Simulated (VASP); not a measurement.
Here is a VASP 6.6.1 calculation.

INCAR

```
ALGO     = Normal         # electronic algorithm
EDIFF    = 1E-6           # SCF threshold, eV
ENCUT    = 600            # plane-wave cutoff, eV
GGA      = PE             # functional
GGA_COMPAT= False        
ISIF     = 2              # what is computed and relaxed
ISMEAR   = 0              # smearing method
LASPH    = True           # aspherical terms in the spheres
LCHARG   = True           # write CHGCAR
LELF     = True           # ELF
LREAL    = False          # projectors in reciprocal space
LVHAR    = True         
LWAVE    = False          # write WAVECAR
NBANDS   = 24             # bands
NELM     = 120            # most SCF steps
PREC     = Accurate       # precision mode
SIGMA    = 0.2            # smearing width, eV
```

Contents of KPOINTS:

```
k-points
0
Gamma
  3 3 3
```

The input POSCAR:

```
Be3Te4
1.0
    7.0974142804      0.0000000000      0.0000000000
   -3.5487071402      6.1465410680      0.0000000000
    0.0000000000      0.0000000000      6.2658624897
Be Te
3 4
Direct
    0.3333333333      0.6666666667      0.1677191782
    0.3333333333      0.6666666667      0.8322808218
    0.3333333333      0.6666666667      0.5000000000
    0.0000000000      0.0000000000      0.0000000000
    0.5060827385      0.4939172615      0.0000000000
    0.5060827385      0.0121654769      0.0000000000
    0.9878345231      0.4939172615      0.0000000000
```

Potentials or basis: VASP PAW PBE potentials, release 64 (Be, Te).

The run is started by

```console
$ cat potpaw_PBE.64/Be/POTCAR potpaw_PBE.64/Te/POTCAR > POTCAR
$ mpirun -np 1 vasp_std > vasp.out
```

(1) Estimate the largest force.

(2) Predict the pressure.

(3) Estimate the band gap on the k mesh.

## Answers

(1) 0.027 eV/Å.

(2) 0.0 GPa.

(3) zero (bands 15 and 16 overlap by 0.36 eV).

Caveat: semilocal functionals underestimate gaps, so a narrow gap can read as zero; spin-orbit coupling is left out, which moves the levels of the heavy elements.
